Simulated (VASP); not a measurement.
# Nb (a cell with a defect) in VASP: notebook, part 2 of 2

VASP 6.6.1. Earlier steps stand in the parts before.

## 3. Single point, PBE

INCAR

```
SYSTEM = Nb
ALGO = Normal ; EDIFF = 1E-6
ENCUT = 520 ; GGA = PE
ISIF = 2 ; ISMEAR = 0
LASPH = .True. ; LCHARG = .False.
LREAL = .False. ; LWAVE = .False.
NBANDS = 54 ; NELM = 60
PREC = Accurate ; SIGMA = 0.1
```

KPOINTS

```
k-points
0
Gamma
  3 3 3
  0 0 0
```

POSCAR

```
Nb
1.0
   -3.2755560000      3.2755560000      3.2755560000
    3.2755560000     -3.2755560000      3.2755560000
    3.2755560000      3.2755560000     -3.2755560000
Nb
7
Direct
   -0.0000599898      0.0004922828      0.2648429763
   -0.0001231852      0.4577328246     -0.0097299512
   -0.0001845488      0.5052281201      0.4905461851
    0.4572339780      0.0004707598     -0.0099831906
    0.5048150604      0.0005289178      0.4903581255
    0.4951009844      0.4957282061     -0.0142188074
    0.5425917005      0.5432815070      0.5329969935
```

Potentials or basis: VASP PAW PBE potentials, release 64 (Nb_sv).

Command:

```sh
$ cat potpaw_PBE.64/Nb_sv/POTCAR > POTCAR
$ mpirun -np 1 vasp_std > vasp.out
```

OUTCAR:

```text
SYSTEM = Nb
   EDIFF = 1E-6
   ENCUT = 520
   GGA = PE
   ISIF = 2
   ISMEAR = 0
   LASPH = .True.
   LREAL = .False.
   NELM = 60
   PREC = Accurate

 ion  position               nearest neighbor table
   1  1.000  0.000  0.265-   6 2.72   3 2.72   5 2.72   7 2.95   2 2.95   4 2.95
   2  1.000  0.458  0.990-   6 2.75   5 2.75   3 2.76   6 2.94   5 2.94   3 2.94   1 2.95
   3  1.000  0.505  0.491-   1 2.72   4 2.75   7 2.75   2 2.76   4 2.94   7 2.94   2 2.94
   4  0.457  0.000  0.990-   3 2.75   6 2.75   5 2.76   3 2.94   6 2.94   5 2.94   1 2.95
   5  0.505  0.001  0.490-   1 2.72   7 2.75   2 2.75   4 2.76   2 2.94   7 2.94   4 2.94
   6  0.495  0.496  0.986-   1 2.72   4 2.75   2 2.75   7 2.76   4 2.94   2 2.94   7 2.94
   7  0.543  0.543  0.533-   5 2.75   3 2.75   6 2.76   3 2.94   5 2.94   6 2.94   1 2.95

  LATTYP: Found a body centered cubic cell.
 ALAT       =     6.5511120000

  Lattice vectors:

 A1 = (  -3.2755560000,   3.2755560000,   3.2755560000)
 A2 = (   3.2755560000,  -3.2755560000,   3.2755560000)
 A3 = (   3.2755560000,   3.2755560000,  -3.2755560000)

Analysis of symmetry for initial positions (statically):
=====================================================================
 Subroutine PRICEL returns:
 Original cell was already a primitive cell.

 Routine SETGRP: Setting up the symmetry group for a
 body centered cubic supercell.

 Subroutine GETGRP returns: Found  1 space group operations
 (whereof  1 operations were pure point group operations)
 out of a pool of 48 trial point group operations.

The static configuration has the point symmetry C_1 .

Analysis of symmetry for dynamics (positions and initial velocities):
=====================================================================
 Subroutine PRICEL returns:
 Original cell was already a primitive cell.

 Routine SETGRP: Setting up the symmetry group for a
 body centered cubic supercell.

 Subroutine GETGRP returns: Found  1 space group operations
 (whereof  1 operations were pure point group operations)
[... 125 lines left out ...]
   LORBIT       =      0    0 simple, 1 ext, 2 COOP (PROOUT), +10 PAW based schemes
   GGA     = PE    functional components
   LHFCALC =     F    Hartree Fock is set to
   AEXX    =    0.0000 exact exchange contribution
   IVDW    =     0    specifies the selected vdW correction
   LEPSILON=     F    determine dielectric tensor
   LRPA    =     F    only Hartree local field effects (RPA)
 non-spin polarized calculation
 Gauss-broadening in eV      SIGMA  =   0.10
  energy-cutoff  :      520.00
  volume of cell :      140.58
 maximum number of plane-waves:      3811
 NGX is ok and might be reduce to    42
   NGX = 21   NGY = 21   NGZ = 21

 number of electron      91.0000002 magnetization

 Free energy of the ion-electron system (eV)
  ---------------------------------------------------
  ext. energy  EPLUGINS =         0.00000000
  ---------------------------------------------------
  free energy    TOTEN  =       -68.56222451 eV

  energy without entropy =      -68.51004413  energy(sigma->0) =      -68.53613432

 E-fermi :   9.8652     XC(G=0): -11.8391

 val. band max:        9.8227614991   @ k =   0.3333   0.0000   0.3333
 cond. band min:       9.8966258689   @ k =   0.3333   0.0000   0.3333
 fundamental gap:      0.0738643699
 Fermi energy:         9.8651849291

 k-point     1 :       0.0000    0.0000    0.0000
  band No.  band energies     occupation
      1     -44.8446      2.00000
      2     -44.6886      2.00000
      3     -44.6453      2.00000
      4     -44.6451      2.00000
      5     -44.4991      2.00000
      6     -44.4990      2.00000
[... 787 lines left out ...]
     53      11.4856      0.00000
     54      11.9506      0.00000

------------------------ aborting loop because EDIFF is reached ----------------------------------------

  FORCE on cell =-STRESS in cart. coord.  units (eV):
  Direction    XX          YY          ZZ          XY          YZ          ZX
  --------------------------------------------------------------------------------------
  -------------------------------------------------------------------------------------
  Total       -3.9337693     -3.9315999     -3.9330053     -0.5197178      0.5209897      0.5140912
  in kB      -44.8336807    -44.8089558    -44.8249734     -5.9232912      5.9377873      5.8591639
  external PRESSURE =     -44.8225366 kB  Pullay stress =       0.0000000 kB

 VOLUME and BASIS-vectors are now :
 -----------------------------------------------------------------------------
  energy-cutoff  :      520.00
  volume of cell :      140.58
      direct lattice vectors                 reciprocal lattice vectors
    -3.275556000  3.275556000  3.275556000     0.000000000  0.152645841  0.152645841
     3.275556000 -3.275556000  3.275556000     0.152645841  0.000000000  0.152645841
     3.275556000  3.275556000 -3.275556000     0.152645841  0.152645841  0.000000000

 POSITION                                       TOTAL-FORCE (eV/Angst)
 -----------------------------------------------------------------------------------
     -2.40624      4.14126      2.40946        -0.022575     -0.022292      0.022302
      1.46786      5.01951      1.53080         0.003121     -0.019158      0.020266
     -0.01324      3.22686      3.32304         0.017818      0.015257     -0.013720
      1.74670      4.73901     -1.74362        -0.013301      0.007835      0.014559
     -0.04562      3.25801      0.04909         0.021151      0.020155     -0.021964
      3.23104      3.22693      0.01653         0.014828      0.015137     -0.017794
      1.74812      1.74360      1.81098        -0.021042     -0.016933     -0.003648
 -----------------------------------------------------------------------------------
    total drift:                               -0.000025      0.000284      0.000065

  FREE ENERGIE OF THE ION-ELECTRON SYSTEM (eV)
  ---------------------------------------------------
  free  energy   TOTEN  =       -68.5622245070 eV

  energy  without entropy=      -68.5100441300  energy(sigma->0) =      -68.53613432
```

Wall time 3.3 min (1 thread of Intel Xeon Platinum 8488C (Sapphire Rapids), shared host); peak memory 0.28 GiB.

What came out:

| Quantity | Value |
| --- | --- |
| Free energy | -68.5622 eV |
| Pressure | -4.5 GPa |
| Largest force | 0.039 eV/Å |

Forces in eV/Å, atoms in the order of the input:
```
Nb  -0.023 -0.022  0.022
Nb   0.003 -0.019  0.020
Nb   0.018  0.015 -0.014
Nb  -0.013  0.008  0.015
Nb   0.021  0.020 -0.022
Nb   0.015  0.015 -0.018
Nb  -0.021 -0.017 -0.004
```

Caveat: the k points lie up to 0.45 Å⁻¹ apart.

## 4. Single point, PBE

INCAR

```
SYSTEM = Nb
PREC     = Accurate       ! precision mode
ENCUT    = 520            ! plane-wave cutoff, eV
EDIFF    = 1E-7           ! SCF threshold, eV
ISMEAR   = 0              ! smearing method
SIGMA    = 0.1            ! smearing width, eV
LREAL    = .FALSE.        ! projectors in reciprocal space
LASPH    = .TRUE.         ! aspherical terms in the spheres
NELM     = 80             ! most SCF steps
ALGO     = Normal         ! electronic algorithm
ISIF     = 2              ! what is computed and relaxed
LWAVE    = .FALSE.        ! write WAVECAR
LCHARG   = .TRUE.         ! write CHGCAR
GGA      = PE             ! functional
LELF     = .TRUE.         ! ELF
LVHAR    = .TRUE.       
NBANDS   = 54             ! bands
```

KPOINTS

```
regular mesh
0
G
  3 3 3
  0 0 0
```

POSCAR

```
Nb
1.0
   -3.2755560000      3.2755560000      3.2755560000
    3.2755560000     -3.2755560000      3.2755560000
    3.2755560000      3.2755560000     -3.2755560000
Nb
7
Direct
    0.0003497116      0.0010294436      0.3929154318
    0.0003033073      0.4595145069     -0.0101918575
    0.0001891282      0.5035650436      0.4902227286
    0.4587651684      0.0009862448     -0.0103712164
    0.5029794942      0.0010863804      0.4901555644
    0.4977042066      0.4984442336     -0.0123215723
    0.5417686341      0.5425950587      0.5313149890
```

Command:

```sh
$ cat potpaw_PBE.64/Nb_sv/POTCAR > POTCAR
$ mpirun -np 1 vasp_std > vasp.out
```

Wall time 4.2 min (1 thread of Intel Xeon Platinum 8488C (Sapphire Rapids), shared host); peak memory 0.28 GiB.

It converged, with:

```
Free energy   : -68.6763 eV
Pressure      : -4.5 GPa
Largest force : 0.303 eV/Å
```

Forces on the atoms (eV/Å):
```
Nb   0.175  0.175 -0.175
Nb  -0.025 -0.035  0.034
Nb  -0.038 -0.023  0.028
Nb  -0.032 -0.023  0.033
Nb  -0.021 -0.036  0.018
Nb  -0.025 -0.025  0.038
Nb  -0.035 -0.033  0.025
```

Stress tensor (GPa, compression positive):
```
-4.54 -0.71  0.70
-0.71 -4.54  0.71
 0.70  0.71 -4.54
```

Levels at points of the mesh, in eV from the Fermi level:
```csv
k point,band 40,band 41,band 42,band 43,band 44,band 45,band 46,band 47,band 48,band 49
"(0.00, 0.00, 0.00)",-1.88,-0.56,-0.56,-0.56,0.75,0.99,0.99,1.73,1.73,2.12
```

Caveat: the k points lie up to 0.45 Å⁻¹ apart.
